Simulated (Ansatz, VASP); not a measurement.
**Al3Ge2Ru in VASP and in Ansatz**

File INCAR:

```
ALGO     = Fast           # electronic algorithm
EDIFF    = 1E-6           # SCF threshold, eV
EDIFFG   = -0.01          # ionic threshold
ENCUT    = 600            # plane-wave cutoff, eV
GGA      = PE             # functional
IBRION   = 2              # ionic algorithm
ISIF     = 3              # what is computed and relaxed
ISMEAR   = 0              # smearing method
LASPH    = True           # aspherical terms in the spheres
LCHARG   = False          # write CHGCAR
LREAL    = False          # projectors in reciprocal space
LWAVE    = False          # write WAVECAR
NELM     = 100            # most SCF steps
NSW      = 100            # ionic steps
PREC     = Accurate       # precision mode
SIGMA    = 0.1            # smearing width, eV
```

The input KPOINTS:

```
k-points
0
Gamma
  12 12 4
```

Contents of POSCAR:

```
Al3Ge2Ru
1.0
    3.2264993410      0.0000000000      0.0000000000
    0.0000000000      3.2264993410      0.0000000000
    0.0000000000      0.0000000000      9.1142906229
Al Ge Ru
3 2 1
Direct
    0.5000000000      0.5000000000      0.1461660532
    0.5000000000      0.5000000000      0.5000000000
    0.5000000000      0.5000000000      0.8538339468
    0.0000000000      0.0000000000      0.3200801965
    0.0000000000      0.0000000000      0.6799198035
    0.0000000000      0.0000000000      0.0000000000
```

Input for Ansatz:

```yaml
crystal:
  lattice:
    - [3.226499341, 0.0, 0.0]
    - [0.0, 3.226499341, 0.0]
    - [0.0, 0.0, 9.1142906229]
  atoms:
    - { symbol: Al, position: [0.5, 0.5, 0.1461660532] }
    - { symbol: Al, position: [0.5, 0.5, 0.5] }
    - { symbol: Al, position: [0.5, 0.5, 0.8538339468] }
    - { symbol: Ge, position: [0.0, 0.0, 0.3200801965] }
    - { symbol: Ge, position: [0.0, 0.0, 0.6799198035] }
    - { symbol: Ru, position: [0.0, 0.0, 0.0] }
basis:
  ecutwfc: 420
kpoints:
  mp_grid: { grid: [12, 12, 4] }
hamiltonian:
  xc: pbe
scf:
  occupations: { method: gaussian, width: 0.1 }
output:
  forces: true
  stress: true
  eigenvalues: true
relax:
  adjacent_minimum: "off"
  f_tol: 0.01
  max_steps: 80
  cell: { stress_tol: 0.05 }
```

Change from the starting cell: species swapped into the Pr3MgAl2 type (P4/mmm, No. 123).

Alike in both runs: task relaxation of cell and atoms; functional PBE; k mesh 12 × 12 × 4; occupations gaussian, width 0.1 eV; no spin polarisation.

|  | VASP | Ansatz |
| --- | --- | --- |
| version | VASP 6.6.1 | Ansatz 0.2.0 |
| potentials or method | VASP PAW PBE potentials, release 64 (Al, Ge_d, Ru_pv), cutoff 600 eV | scalar-relativistic, plane waves, PAW |
| valence electrons in the cell | 51 | 53 |

VASP gave:

| Item | Value |
| --- | --- |
| gap on the k mesh at the Fermi level, each at its own relaxed structure (eV) | none |
| relaxed volume (Å³/atom) | 16.15 |
| relaxed cell length with the largest relative difference (Å) | 9.941 |

Which values does Ansatz return?

gap on the k mesh at the Fermi level, each at its own relaxed structure (eV): none; relaxed volume (Å³/atom): 16.15; relaxed cell length with the largest relative difference (Å): 9.937.

A gap of «none» marks a metal or a gap that the smearing closes. VASP's potentials hold 51 valence electrons a cell and Ansatz's 53, so a difference there can come from the potentials and not from the codes.
